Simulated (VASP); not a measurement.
# SnTe (Pm-3m) in VASP: a series of runs

Aim: see how the results for SnTe move with the level of theory and the settings. Levels: PBEsol, PBE. Tasks: single point.

Program: VASP 6.6.1. These are calculated values, not measurements. Logs are shortened: lines on timing, memory, paths and dates and some standing lists are left out, and cuts for length are marked.

### 1 The cell of the first run

It takes space group Pm-3m (No. 221, cubic). The conventional cell has a = 3.768 Å, b = 3.768 Å, c = 3.768 Å, α = 90.00°, β = 90.00°, γ = 90.00°. Within 4.3 Å of Sn (site symmetry m-3m) lie 8 Te at 3.26 Å and 6 Sn at 3.77 Å. Within 4.3 Å of Te (site symmetry m-3m) lie 8 Sn at 3.26 Å and 6 Te at 3.77 Å.

### 2 Single point, PBEsol (strained)

Contents of INCAR:

```
SYSTEM = SnTe
PREC = Accurate
ENCUT = 500
EDIFF = 1E-6
ISMEAR = 0
SIGMA = 0.1
LREAL = .False.
LASPH = .True.
NELM = 120
ALGO = Normal
ISIF = 2
LWAVE = .False.
LCHARG = .False.
GGA = PS
NBANDS = 17
GGA_COMPAT = .False.
```

Contents of KPOINTS:

```
Automatic mesh
0
Gamma
  12 12 12
  0 0 0
```

Contents of POSCAR:

```
SnTe
1.0
    3.7680745470      0.0000000000      0.0000000000
    0.0000000000      3.7680745470      0.0000000000
    0.0000000000      0.0000000000      3.7680745470
Sn Te
1 1
Direct
    0.0000000000      0.0000000000      0.0000000000
    0.5000000000      0.5000000000      0.5000000000
```

Potentials or basis: VASP PAW PBE potentials, release 64 (Sn_d, Te).

The run is started by

```console
$ cat potpaw_PBE.64/Sn_d/POTCAR potpaw_PBE.64/Te/POTCAR > POTCAR
$ mpirun -np 1 vasp_std > vasp.out
```

OUTCAR:

```text
SYSTEM = SnTe
   PREC = Accurate
   ENCUT = 500
   EDIFF = 1E-6
   ISMEAR = 0
   LREAL = .False.
   LASPH = .True.
   NELM = 120
   ISIF = 2
   GGA = PS

 ion  position               nearest neighbor table
   1  0.000  0.000  0.000-   2 3.26   2 3.26   2 3.26   2 3.26   2 3.26   2 3.26   2 3.26   2 3.26

   2  0.500  0.500  0.500-   1 3.26   1 3.26   1 3.26   1 3.26   1 3.26   1 3.26   1 3.26   1 3.26

  LATTYP: Found a simple cubic cell.
 ALAT       =     3.7680745470

  Lattice vectors:

 A1 = (   3.7680745470,   0.0000000000,   0.0000000000)
 A2 = (   0.0000000000,   3.7680745470,   0.0000000000)
 A3 = (   0.0000000000,   0.0000000000,   3.7680745470)

Analysis of symmetry for initial positions (statically):
=====================================================================
 Subroutine PRICEL returns:
 Original cell was already a primitive cell.

 Routine SETGRP: Setting up the symmetry group for a
 simple cubic supercell.

 Subroutine GETGRP returns: Found 48 space group operations
 (whereof 48 operations were pure point group operations)
 out of a pool of 48 trial point group operations.

The static configuration has the point symmetry O_h .

Analysis of symmetry for dynamics (positions and initial velocities):
=====================================================================
 Subroutine PRICEL returns:
 Original cell was already a primitive cell.

 Routine SETGRP: Setting up the symmetry group for a
 simple cubic supercell.

 Subroutine GETGRP returns: Found 48 space group operations
 (whereof 48 operations were pure point group operations)
 out of a pool of 48 trial point group operations.

The dynamic configuration has the point symmetry O_h .

 Subroutine INISYM returns: Found 48 space group operations
 (whereof 48 operations are pure point group operations),
 and found     1 'primitive' translations

----------------------------------------------------------------------------------------

                                     Primitive cell

  volume of cell :      53.5006

  direct lattice vectors                    reciprocal lattice vectors
     3.768074547  0.000000000  0.000000000     0.265387531  0.000000000  0.000000000
     0.000000000  3.768074547  0.000000000     0.000000000  0.265387531  0.000000000
     0.000000000  0.000000000  3.768074547     0.000000000  0.000000000  0.265387531

  length of vectors
     3.768074547  3.768074547  3.768074547     0.265387531  0.265387531  0.265387531

  position of ions in fractional coordinates (direct lattice)
     0.000000000  0.000000000  0.000000000
     0.500000000  0.500000000  0.500000000

  ion indices of the primitive-cell ions
   primitive index   ion index
                 1           1
                 2           2

----------------------------------------------------------------------------------------

 KPOINTS: Automatic mesh

Automatic generation of k-mesh.
 Grid dimensions read from file:
 generate k-points for:   12   12   12

 Generating k-lattice:

  Cartesian coordinates                     Fractional coordinates (reciprocal lattice)
     0.022115628  0.000000000  0.000000000     0.083333333  0.000000000  0.000000000
     0.000000000  0.022115628  0.000000000     0.000000000  0.083333333  0.000000000
     0.000000000  0.000000000  0.022115628     0.000000000  0.000000000  0.083333333

  Length of vectors
     0.022115628  0.022115628  0.022115628

  Shift w.r.t. Gamma in fractional coordinates (k-lattice)
     0.000000000  0.000000000  0.000000000

 Subroutine IBZKPT returns following result:
 ===========================================

 Found     84 irreducible k-points:

 Following reciprocal coordinates:
            Coordinates               Weight
  0.000000  0.000000  0.000000      1.000000
  0.083333  0.000000  0.000000      6.000000
  0.166667  0.000000  0.000000      6.000000
  0.250000  0.000000  0.000000      6.000000
  0.333333  0.000000  0.000000      6.000000
  0.416667  0.000000  0.000000      6.000000
[... 16 lines left out ...]
  0.333333  0.333333  0.000000     12.000000
  0.416667  0.333333  0.000000     24.000000
 [... further k-points ...]
   k-points           NKPTS =     84   k-points in BZ     NKDIM =     84   number of bands    NBANDS=     17
   number of dos      NEDOS =    301   number of ions     NIONS =      2
   total plane-waves  NPLWV =  21952
   dimension x,y,z NGX =    28 NGY =   28 NGZ =   28
   dimension x,y,z NGXF=    56 NGYF=   56 NGZF=   56
   ions per type =               1   1
   NGX,Y,Z   is equivalent  to a cutoff of  12.35, 12.35, 12.35 a.u.
   NGXF,Y,Z  is equivalent  to a cutoff of  24.71, 24.71, 24.71 a.u.
 SYSTEM =  SnTe
   PREC   = accura    normal or accurate (medium, high low for compatibility)
   ISTART =      0    job   : 0-new  1-cont  2-samecut
   ICHARG =      2    charge: 1-file 2-atom 10-const
   ISPIN  =      1    spin polarized calculation?
   LNONCOLLINEAR =      F non collinear calculations
   LSORBIT =      F    spin-orbit coupling
   LASPH  =      T    aspherical Exc in radial PAW
   ENCUT  =  500.0 eV  36.75 Ry    6.06 a.u.   6.87  6.87  6.87*2*pi/ulx,y,z
   NELM   =    120;   NELMIN=  2; NELMDL= -5     # of ELM steps
   EDIFF  = 0.1E-05   stopping-criterion for ELM
   LREAL  =      F    real-space projection
   EDIFFG = 0.1E-04   stopping-criterion for IOM
   NSW    =      0    number of steps for IOM
   IBRION =     -1    ionic relax: 0-MD 1-quasi-New 2-CG
   NFREE  =      0    steps in history (QN), initial steepest desc. (CG)
   ISIF   =      2    stress and relaxation
   ISYM   =      2    0-nonsym 1-usesym 2-fastsym
   POTIM  = 0.5000    time-step for ionic-motion
   TEBEG  =    0.0;   TEEND  =   0.0 temperature during run
   PSTRESS=    0.0 pullay stress
   NELECT =      20.0000    total number of electrons
   NUPDOWN=      -1.0000    fix difference up-down
   EMIN   =  10.00;   EMAX   =-10.00  energy-range for DOS
   EFERMI =   0.00;   METHOD = LEGACY
   ISMEAR =     0;   SIGMA  =   0.10  broadening in eV -4-tet -1-fermi 0-gaus
   EFERMI_NEDOS =   21; number of points for ismear=-14 and -15
   IALGO  =     38    algorithm
   IMIX   =      4    mixing-type and parameters
     AMIX     =   0.40;   BMIX     =  1.00
     AMIX_MAG =   1.60;   BMIX_MAG =  1.00
  volume/ion in A,a.u.               =      26.75       180.52
  Fermi-wavevector in a.u.,A,eV,Ry     =   1.179321  2.228593 18.922954  1.390798
  Thomas-Fermi vector in A             =   2.315634
   LORBIT       =      0    0 simple, 1 ext, 2 COOP (PROOUT), +10 PAW based schemes
   GGA     = PS    functional components
   LHFCALC =     F    Hartree Fock is set to
   AEXX    =    0.0000 exact exchange contribution
   IVDW    =     0    specifies the selected vdW correction
   LEPSILON=     F    determine dielectric tensor
   LRPA    =     F    only Hartree local field effects (RPA)
 non-spin polarized calculation
 Gauss-broadening in eV      SIGMA  =   0.10
  energy-cutoff  :      500.00
  volume of cell :       53.50
 maximum number of plane-waves:      1388
 NGX is ok and might be reduce to    28
   NGX = 13   NGY = 13   NGZ = 13

 number of electron      20.0000014 magnetization

 Free energy of the ion-electron system (eV)
  ---------------------------------------------------
  ext. energy  EPLUGINS =         0.00000000
  ---------------------------------------------------
  free energy    TOTEN  =        -7.93161454 eV

  energy without entropy =       -7.92359159  energy(sigma->0) =       -7.92760306

 E-fermi :   8.2459     XC(G=0): -10.4988

 val. band max:        8.2342732394   @ k =   0.5000   0.5000   0.0833
 cond. band min:       8.2680033466   @ k =   0.5000   0.4167   0.2500
 fundamental gap:      0.0337301072
 Fermi energy:         8.2459137201

 k-point     1 :       0.0000    0.0000    0.0000
  band No.  band energies     occupation
      1     -13.2260      2.00000
      2     -13.2260      2.00000
      3     -13.1726      2.00000
      4     -13.1726      2.00000
      5     -13.1726      2.00000
      6      -4.8469      2.00000
[... 9 lines left out ...]
     16      19.5930      0.00000
     17      19.5930      0.00000

 k-point     2 :       0.0833    0.0000    0.0000
  band No.  band energies     occupation
      1     -13.2258      2.00000
      2     -13.2227      2.00000
      3     -13.1737      2.00000
      4     -13.1737      2.00000
      5     -13.1725      2.00000
      6      -4.7838      2.00000
[... 9 lines left out ...]
     16      19.1866      0.00000
     17      19.1937      0.00000

 k-point     3 :       0.1667    0.0000    0.0000
  band No.  band energies     occupation
      1     -13.2254      2.00000
      2     -13.2137      2.00000
      3     -13.1769      2.00000
      4     -13.1769      2.00000
      5     -13.1723      2.00000
      6      -4.5976      2.00000
[... 9 lines left out ...]
     16      18.0647      0.00000
     17      18.9908      0.00000

 k-point     4 :       0.2500    0.0000    0.0000
  band No.  band energies     occupation
      1     -13.2248      2.00000
      2     -13.2014      2.00000
      3     -13.1812      2.00000
      4     -13.1812      2.00000
      5     -13.1720      2.00000
      6      -4.3014      2.00000
[... 9 lines left out ...]
     16      16.8549      0.00000
     17      19.1659      0.00000
[... 343 lines left out ...]
      1     -13.2081      2.00000
      2     -13.2034      2.00000
      3     -13.1881      2.00000
      4     -13.1789      2.00000
      5     -13.1658      2.00000
      6      -2.9525      2.00000
[... 9 lines left out ...]
     16      17.1684      0.00000
     17      17.7300      0.00000

 k-point    23 :       0.3333    0.3333    0.0000
  band No.  band energies     occupation
      1     -13.2057      2.00000
      2     -13.2038      2.00000
      3     -13.1838      2.00000
      4     -13.1828      2.00000
      5     -13.1682      2.00000
      6      -3.1046      2.00000
[... 9 lines left out ...]
     16      16.7362      0.00000
     17      18.1206      0.00000

 k-point    24 :       0.4167    0.3333    0.0000
  band No.  band energies     occupation
      1     -13.2085      2.00000
      2     -13.2035      2.00000
      3     -13.1862      2.00000
      4     -13.1828      2.00000
      5     -13.1606      2.00000
      6      -2.8095      2.00000
[... 9 lines left out ...]
     16      16.8675      0.00000
     17      17.2384      0.00000

 [... further k-points ...]

------------------------ aborting loop because EDIFF is reached ----------------------------------------

  FORCE on cell =-STRESS in cart. coord.  units (eV):
  Direction    XX          YY          ZZ          XY          YZ          ZX
  --------------------------------------------------------------------------------------
  -------------------------------------------------------------------------------------
  Total        0.5887987      0.5887987      0.5887987     -0.0000000     -0.0000000      0.0000000
  in kB       17.6327048     17.6327048     17.6327048     -0.0000000     -0.0000000      0.0000000
  external PRESSURE =      17.6327048 kB  Pullay stress =       0.0000000 kB

 VOLUME and BASIS-vectors are now :
 -----------------------------------------------------------------------------
  energy-cutoff  :      500.00
  volume of cell :       53.50
      direct lattice vectors                 reciprocal lattice vectors
     3.768074547  0.000000000  0.000000000     0.265387531  0.000000000  0.000000000
     0.000000000  3.768074547  0.000000000     0.000000000  0.265387531  0.000000000
     0.000000000  0.000000000  3.768074547     0.000000000  0.000000000  0.265387531

 POSITION                                       TOTAL-FORCE (eV/Angst)
 -----------------------------------------------------------------------------------
      0.00000      0.00000      0.00000         0.000000      0.000000      0.000000
      1.88404      1.88404      1.88404         0.000000      0.000000      0.000000
 -----------------------------------------------------------------------------------
    total drift:                               -0.000000      0.000000     -0.000000

  FREE ENERGIE OF THE ION-ELECTRON SYSTEM (eV)
  ---------------------------------------------------
  free  energy   TOTEN  =        -7.9316145352 eV

  energy  without entropy=       -7.9235915887  energy(sigma->0) =       -7.92760306
```

Wall time 85 s (1 thread of Intel Xeon 8259CL, shared host); peak memory 0.21 GiB.

Results:

| Quantity | Value |
| --- | --- |
| Free energy | -7.9316 eV |
| Pressure | 1.8 GPa |
| Band gap on the k mesh | zero (bands 10 and 11 overlap by 2.41 eV) |

Caveat: the cell differs from its parent crystal (strained); the PAW data sets were made with another functional, which shifts forces and pressure a little; spin-orbit coupling is left out, which moves the levels of the heavy elements.

(Part 1 of 2 ends here.)
